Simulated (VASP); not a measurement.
# Na (P6_3/mmc) in VASP: notebook, part 2 of 3

VASP 6.6.1. Earlier steps stand in the parts before.

### Step 4. Relaxation of shape and atoms at fixed volume, PBEsol

This run uses another cell than the first one, of 14.57 Å³/atom, 0.421 times its volume.

INCAR

```
ALGO = Normal
EDIFF = 1E-6
EDIFFG = -0.005
ENCUT = 600
GGA = PS
IBRION = 2
ISIF = 4
ISMEAR = -1
LASPH = T
LCHARG = F
LREAL = F
LWAVE = F
NELM = 60
NSW = 50
PREC = Accurate
SIGMA = 0.08
```

KPOINTS

```
k-points
0
Gamma
  12 12 7
```

POSCAR

```
Na
1.0
    2.7464839438      0.0000000000      0.0000000000
   -1.3732419719      2.3785248665      0.0000000000
    0.0000000000      0.0000000000      4.4605455092
Na
2
Direct
    0.3333333333      0.6666666667      0.2500000000
    0.6666666667      0.3333333333      0.7500000000
```

Potentials or basis: VASP PAW PBE potentials, release 64 (Na_pv).

On the command line:

```bash
cat potpaw_PBE.64/Na_pv/POTCAR > POTCAR
mpirun -np 1 vasp_std > vasp.out
```

OUTCAR:

```text
EDIFF = 1E-6
   EDIFFG = -0.005
   ENCUT = 600
   GGA = PS
   IBRION = 2
   ISIF = 4
   ISMEAR = -1
   LASPH = T
   LREAL = F
   NELM = 60
   NSW = 50
   PREC = Accurate

 ion  position               nearest neighbor table
   1  0.333  0.667  0.250-   2 2.74   2 2.74   2 2.74   2 2.74   2 2.74   2 2.74
   2  0.667  0.333  0.750-   1 2.74   1 2.74   1 2.74   1 2.74   1 2.74   1 2.74

  LATTYP: Found a hexagonal cell.
 ALAT       =     2.7464839438
 C/A-ratio  =     1.6240930588

  Lattice vectors:

 A1 = (   2.7464839438,   0.0000000000,   0.0000000000)
 A2 = (  -1.3732419719,   2.3785248665,   0.0000000000)
 A3 = (   0.0000000000,   0.0000000000,   4.4605455092)

Analysis of symmetry for initial positions (statically):
=====================================================================
 Subroutine PRICEL returns:
 Original cell was already a primitive cell.

 Routine SETGRP: Setting up the symmetry group for a
 hexagonal supercell.

 Subroutine GETGRP returns: Found 24 space group operations
 (whereof 12 operations were pure point group operations)
 out of a pool of 24 trial point group operations.

The static configuration has the point symmetry D_3d.
 The point group associated with its full space group is D_6h.

Analysis of symmetry for dynamics (positions and initial velocities):
=====================================================================
 Subroutine PRICEL returns:
 Original cell was already a primitive cell.

 Routine SETGRP: Setting up the symmetry group for a
 hexagonal supercell.

 Subroutine GETGRP returns: Found 24 space group operations
 (whereof 12 operations were pure point group operations)
 out of a pool of 24 trial point group operations.

The dynamic configuration has the point symmetry D_3d.
 The point group associated with its full space group is D_6h.

 Subroutine INISYM returns: Found 24 space group operations
 (whereof 12 operations are pure point group operations),
 and found     1 'primitive' translations

----------------------------------------------------------------------------------------

                                     Primitive cell

  volume of cell :      29.1389

  direct lattice vectors                    reciprocal lattice vectors
     2.746483944  0.000000000  0.000000000     0.364101892  0.210214325  0.000000000
    -1.373241972  2.378524866  0.000000000     0.000000000  0.420428651  0.000000000
     0.000000000  0.000000000  4.460545509     0.000000000  0.000000000  0.224187826

  length of vectors
     2.746483944  2.746483944  4.460545509     0.420428651  0.420428651  0.224187826

  position of ions in fractional coordinates (direct lattice)
     0.333333333  0.666666667  0.250000000
     0.666666667  0.333333333  0.750000000

  ion indices of the primitive-cell ions
   primitive index   ion index
                 1           1
                 2           2

----------------------------------------------------------------------------------------

[... 51 lines left out ...]
   k-points           NKPTS =     76   k-points in BZ     NKDIM =     76   number of bands    NBANDS=     11
   number of dos      NEDOS =    301   number of ions     NIONS =      2
   total plane-waves  NPLWV =  20736
   dimension x,y,z NGX =    24 NGY =   24 NGZ =   36
   dimension x,y,z NGXF=    48 NGYF=   48 NGZF=   72
   ions per type =               2
   NGX,Y,Z   is equivalent  to a cutoff of  14.53, 14.53, 13.42 a.u.
   NGXF,Y,Z  is equivalent  to a cutoff of  29.05, 29.05, 26.83 a.u.
 SYSTEM =  unknown system
   PREC   = accura    normal or accurate (medium, high low for compatibility)
   ISTART =      0    job   : 0-new  1-cont  2-samecut
   ICHARG =      2    charge: 1-file 2-atom 10-const
   ISPIN  =      1    spin polarized calculation?
   LNONCOLLINEAR =      F non collinear calculations
   LSORBIT =      F    spin-orbit coupling
   LASPH  =      T    aspherical Exc in radial PAW
   ENCUT  =  600.0 eV  44.10 Ry    6.64 a.u.   5.49  5.49  8.91*2*pi/ulx,y,z
   NELM   =     60;   NELMIN=  2; NELMDL= -5     # of ELM steps
   EDIFF  = 0.1E-05   stopping-criterion for ELM
   LREAL  =      F    real-space projection
   EDIFFG = -.5E-02   stopping-criterion for IOM
   NSW    =     50    number of steps for IOM
   IBRION =      2    ionic relax: 0-MD 1-quasi-New 2-CG
   NFREE  =      1    steps in history (QN), initial steepest desc. (CG)
   ISIF   =      4    stress and relaxation
   ISYM   =      2    0-nonsym 1-usesym 2-fastsym
   POTIM  = 0.5000    time-step for ionic-motion
   TEBEG  =    0.0;   TEEND  =   0.0 temperature during run
   PSTRESS=    0.0 pullay stress
   NELECT =      14.0000    total number of electrons
   NUPDOWN=      -1.0000    fix difference up-down
   EMIN   =  10.00;   EMAX   =-10.00  energy-range for DOS
   EFERMI =   0.00;   METHOD = LEGACY
   ISMEAR =    -1;   SIGMA  =   0.08  broadening in eV -4-tet -1-fermi 0-gaus
   EFERMI_NEDOS =   21; number of points for ismear=-14 and -15
   IALGO  =     38    algorithm
   IMIX   =      4    mixing-type and parameters
     AMIX     =   0.40;   BMIX     =  1.00
     AMIX_MAG =   1.60;   BMIX_MAG =  1.00
  volume/ion in A,a.u.               =      14.57        98.32
  Fermi-wavevector in a.u.,A,eV,Ry     =   1.282212  2.423030 22.368908  1.644068
  Thomas-Fermi vector in A             =   2.414537
   LORBIT       =      0    0 simple, 1 ext, 2 COOP (PROOUT), +10 PAW based schemes
   GGA     = PS    functional components
   LHFCALC =     F    Hartree Fock is set to
   AEXX    =    0.0000 exact exchange contribution
   IVDW    =     0    specifies the selected vdW correction
   LEPSILON=     F    determine dielectric tensor
   LRPA    =     F    only Hartree local field effects (RPA)
 conjugate gradient relaxation of ions
 non-spin polarized calculation
  energy-cutoff  :      600.00
  volume of cell :       29.14
 maximum number of plane-waves:      1002
 NGX is ok and might be reduce to    24
   NGX = 11   NGY = 11   NGZ = 17

--------------------------------------- Ionic step        1  -------------------------------------------

 number of electron      13.9999986 magnetization

 Free energy of the ion-electron system (eV)
  ---------------------------------------------------
  ext. energy  EPLUGINS =         0.00000000
  ---------------------------------------------------
  free energy    TOTEN  =        -0.22875650 eV

  energy without entropy =       -0.21582218  energy(sigma->0) =       -0.22228934

------------------------ aborting loop because EDIFF is reached ----------------------------------------

  FORCE on cell =-STRESS in cart. coord.  units (eV):
  Direction    XX          YY          ZZ          XY          YZ          ZX
  --------------------------------------------------------------------------------------
  -------------------------------------------------------------------------------------
  Total        7.2962244      7.2962244      7.2668374     -0.0000000      0.0000000      0.0000000
  in kB      401.1770045    401.1770045    399.5611828     -0.0000000      0.0000000      0.0000000
  external PRESSURE =     400.6383973 kB  Pullay stress =       0.0000000 kB
[... 59 lines left out ...]
--------------------------------------- Ionic step        3  -------------------------------------------

 number of electron      13.9999989 magnetization

 Free energy of the ion-electron system (eV)
  ---------------------------------------------------
  ext. energy  EPLUGINS =         0.00000000
  ---------------------------------------------------
  free energy    TOTEN  =        -0.22879006 eV

  energy without entropy =       -0.21598167  energy(sigma->0) =       -0.22238586

 E-fermi :   5.0452     XC(G=0):  -9.6478

 val. band max:        5.0299292390   @ k =   0.1667   0.1667   0.2857
 cond. band min:       5.0670666780   @ k =   0.0833   0.0833   0.1429
 fundamental gap:      0.0371374390
 Fermi energy:         5.0451770619

 k-point     1 :       0.0000    0.0000    0.0000
  band No.  band energies     occupation
      1     -20.7322      2.00000
      2     -20.1455      2.00000
      3     -20.1455      2.00000
      4     -20.0709      2.00000
      5     -20.0709      2.00000
      6     -20.0678      2.00000
      7      -0.9207      2.00000
      8       5.9114      0.00004
      9       7.0202      0.00000
     10      20.9952      0.00000
     11      20.9953      0.00000
[... 309 lines left out ...]
 k-point    24 :       0.3333    0.0000    0.1429
  band No.  band energies     occupation
      1     -20.5808      2.00000
      2     -20.4774      2.00000
      3     -20.4147      2.00000
      4     -20.2427      2.00000
      5     -20.1483      2.00000
      6     -20.1271      2.00000
      7       2.3167      2.00000
      8       6.9839      0.00000
      9       9.6440      0.00000
     10      11.6055      0.00000
     11      14.2067      0.00000

 [... further k-points ...]
[... 5 lines left out ...]
  --------------------------------------------------------------------------------------
  -------------------------------------------------------------------------------------
  Total        7.2900869      7.2900869      7.2846854      0.0000000     -0.0000000      0.0000000
  in kB      400.8395371    400.8395372    400.5425413      0.0000000     -0.0000000      0.0000000
  external PRESSURE =     400.7405385 kB  Pullay stress =       0.0000000 kB
[... 17 lines left out ...]
  FREE ENERGIE OF THE ION-ELECTRON SYSTEM (eV)
  ---------------------------------------------------
  free  energy   TOTEN  =        -0.2287900614 eV

  energy  without entropy=       -0.2159816661  energy(sigma->0) =       -0.22238586

 reached required accuracy - stopping structural energy minimisation
```

CONTCAR:

```text
Na
   1.00000000000000
     2.7490822090773039    0.0000000000000000    0.0000000000000000
    -1.3745411045386520    2.3807750303530346    0.0000000000000000
     0.0000000000000000    0.0000000000000000    4.4521178209726564
  Na
     2
Direct
     0.3333333332999970    0.6666666667000030    0.2500000000000000
     0.6666666667000030    0.3333333332999970    0.7500000000000000

  0.00000000E+00  0.00000000E+00  0.00000000E+00
  0.00000000E+00  0.00000000E+00  0.00000000E+00
```

It took 26 s on 1 thread of Intel Xeon Platinum 8259CL at 2.50GHz (Skylake/Cascade Lake), shared host; peak memory 0.15 GiB.

What came out:

| Item | Value |
| --- | --- |
| Free energy | -0.2288 eV |
| Energy gained by relaxing | 0.0 meV/atom |
| Ionic steps | 3 |
| Pressure after relaxing | 40.1 GPa |
| Band gap on the k mesh | zero (band 7 reaches 7.65 eV, above the bottom of band 8 at 1.71 eV) |

Final structure:
```
Na
1.0
     2.74908    0.00000    0.00000
    -1.37454    2.38078    0.00000
     0.00000    0.00000    4.45212
Na
2
Direct
  0.33333 0.66667 0.25000
  0.66667 0.33333 0.75000
```

Caveat: the PAW data sets were made with another functional, which shifts forces and pressure a little.

### Step 5. Relaxation of shape and atoms at fixed volume, PBEsol

INCAR

```
PREC = Accurate
ENCUT = 600
EDIFF = 1E-7
ISMEAR = -1
SIGMA = 0.08
LREAL = False
LASPH = True
NELM = 80
ALGO = Normal
ISIF = 4
LWAVE = False
LCHARG = False
GGA = PS
IBRION = 2
NSW = 50
EDIFFG = -0.005
```

KPOINTS

```
regular mesh
0
Gamma
  12 12 7
```

POSCAR

```
Na
1.0
    3.6643611420      0.0000000000      0.0000000000
   -1.8321805710      3.1734298376      0.0000000000
    0.0000000000      0.0000000000      5.9512634955
Na
2
Direct
    0.3333333333      0.6666666667      0.2500000000
    0.6666666667      0.3333333333      0.7500000000
```

On the command line:

```bash
cat potpaw_PBE.64/Na_pv/POTCAR > POTCAR
mpirun -np 1 vasp_std > vasp.out
```

It took 37 s on 1 thread of Intel Xeon Platinum 8259CL at 2.50GHz (Skylake/Cascade Lake), shared host; peak memory 0.21 GiB.

It converged, with:

```yaml
Free_energy: -2.8049 eV
Pressure_after_relaxing: 0.4 GPa
Band_gap_on_the_k_mesh: zero (band 7 reaches 2.53 eV, above the bottom of band 8 at -1.50 eV)
```

Final structure:
```
Na
1.0
     3.66436    0.00000    0.00000
    -1.83218    3.17343    0.00000
     0.00000    0.00000    5.95126
Na
2
Direct
  0.33333 0.66667 0.25000
  0.66667 0.33333 0.75000
```

Levels at points of the mesh, in eV from the Fermi level:
```csv
k point,band 5,band 6,band 7,band 8,band 9,band 10
"(0.00, 0.00, 0.00)",-24.73,-24.73,-3.43,0.58,1.07,10.32
"(0.50, 0.00, 0.00)",-24.74,-24.73,0.22,0.38,3.97,4.05
```

Caveat: the relaxation stopped at its first step, so nothing moved; the PAW data sets were made with another functional, which shifts forces and pressure a little.

(Continued in part 3 of 3.)
